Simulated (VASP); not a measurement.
A run of VASP 6.6.1:

Contents of INCAR:

```
SYSTEM = K2LiAlH6
ALGO     = Normal         ! electronic algorithm
EDIFF    = 1E-6           ! SCF threshold, eV
EDIFFG   = -0.01          ! ionic threshold
ENCUT    = 520            ! plane-wave cutoff, eV
GGA      = PS             ! functional
IBRION   = 2              ! ionic algorithm
ISIF     = 2              ! what is computed and relaxed
ISMEAR   = 0              ! smearing method
LASPH    = .True.         ! aspherical terms in the spheres
LCHARG   = .False.        ! write CHGCAR
LREAL    = .False.        ! projectors in reciprocal space
LWAVE    = .False.        ! write WAVECAR
NELM     = 100            ! most SCF steps
NSW      = 50             ! ionic steps
PREC     = Accurate       ! precision mode
SIGMA    = 0.02           ! smearing width, eV
```

Contents of KPOINTS:

```
k-points
0
Gamma
  6 6 6
  0 0 0
```

File POSCAR:

```
K2LiAlH6
1.0
    0.0000000000      3.7774230554      3.7774230554
    3.7774230554      0.0000000000      3.7774230554
    3.7774230554      3.7774230554      0.0000000000
K Li Al H
2 1 1 6
Direct
    0.7500000000      0.7500000000      0.7500000000
    0.2500000000      0.2500000000      0.2500000000
    0.5000000000      0.5000000000      0.5000000000
    0.0000000000      0.0000000000      0.0000000000
    0.7674651983      0.2325348017      0.2325348017
    0.7674651983      0.2325348017      0.7674651983
    0.2325348017      0.7674651983      0.7674651983
    0.2325348017      0.7674651983      0.2325348017
    0.2325348017      0.2325348017      0.7674651983
    0.7674651983      0.7674651983      0.2325348017
```

Potentials or basis: VASP PAW PBE potentials, release 64 (K_sv, Li_sv, Al, H).

The run is started by

```bash
$ cat potpaw_PBE.64/K_sv/POTCAR potpaw_PBE.64/Li_sv/POTCAR potpaw_PBE.64/Al/POTCAR potpaw_PBE.64/H/POTCAR > POTCAR
$ mpirun -np 1 vasp_std > vasp.out
```

Hardware: 1 thread of AMD EPYC 7R13 Processor (Zen 3), on a shared host.

Problem. Estimate the wall time of this run.

Solution. Run time: 65 s on 1 thread of AMD EPYC 7R13 Processor (Zen 3), on a shared host, peak memory 0.23 GiB. Counts: scf iterations 22, k points 16, ion steps 3.
